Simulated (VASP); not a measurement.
Set up this calculation in VASP 6.6.1, as the native input.

```yaml
Task: single point
Functional: r2SCAN
Potentials_or_basis: VASP PAW PBE potentials, release 64 (Ca_sv, Ba_sv, S)
Cutoff: 520 eV
k_mesh: 6 × 6 × 6
Occupations: gaussian, width 0.01 eV
Spin: no spin polarisation
Dipole_correction: no
Further_INCAR_settings: ALGO = Normal; EDIFF = 1e-06; NBANDS = 24
```

BaCaS2:

```
CELL_PARAMETERS angstrom
2.17928 1.25821 7.17994
-2.17928 1.25821 7.17994
0.00000 -2.51642 7.17994
ATOMIC_POSITIONS crystal
Ca 0.00000 0.00000 0.00000
Ba 0.50000 0.50000 0.50000
S 0.25909 0.25909 0.25909
S 0.74091 0.74091 0.74091
```

The input as run:

POSCAR

```
BaCaS2
1.0
    2.1792807984      1.2582083556      7.1799423946
   -2.1792807984      1.2582083556      7.1799423946
    0.0000000000     -2.5164167112      7.1799423946
Ca Ba S
1 1 2
Direct
    1.0000000000      0.0000000000      0.0000000000
    0.5000000000      0.5000000000      0.5000000000
    0.2590901373      0.2590901373      0.2590901373
    0.7409098627      0.7409098627      0.7409098627
```

INCAR.step1

```
SYSTEM = BaCaS2
PREC = Accurate ; ENCUT = 520
ISMEAR = 0 ; SIGMA = 0.01
LREAL = .False. ; LASPH = .True.
NELM = 60 ; NBANDS = 24
GGA = PE ; ALGO = Normal
EDIFF = 1E-4 ; LWAVE = .True.
LCHARG = .False.
```

INCAR.step2

```
SYSTEM = BaCaS2
PREC = Accurate ; ENCUT = 520
EDIFF = 1E-6 ; ISMEAR = 0
SIGMA = 0.01 ; LREAL = .False.
LASPH = .True. ; NELM = 60
ALGO = Normal ; ISIF = 2
LWAVE = .False. ; LCHARG = .False.
METAGGA = R2SCAN ; LMIXTAU = .True.
NBANDS = 24 ; ISTART = 1
```

KPOINTS

```
Automatic mesh
0
Gamma
  6 6 6
  0 0 0
```

Potentials or basis: VASP PAW PBE potentials, release 64 (Ca_sv, Ba_sv, S).

Run with:

```sh
$ cat potpaw_PBE.64/Ca_sv/POTCAR potpaw_PBE.64/Ba_sv/POTCAR potpaw_PBE.64/S/POTCAR > POTCAR
$ cp INCAR.step1 INCAR
$ mpirun -np 1 vasp_std > vasp.out
$ cp INCAR.step2 INCAR
$ mpirun -np 1 vasp_std > vasp.out
```

Results of the run:

- Pressure: -2.3 GPa
- Largest force: 0.017 eV/Å
- Band gap on the k mesh: 2.54 eV (least direct gap 2.99 eV)

Caveat: the PAW data sets were made with another functional, which shifts forces and pressure a little; spin-orbit coupling is left out, which moves the levels of the heavy elements.

Run time: 13 min on 1 thread of Intel(R) Xeon(R) Platinum 8375C CPU @ 2.90GHz (Ice Lake), on a shared host, peak memory 0.59 GiB.
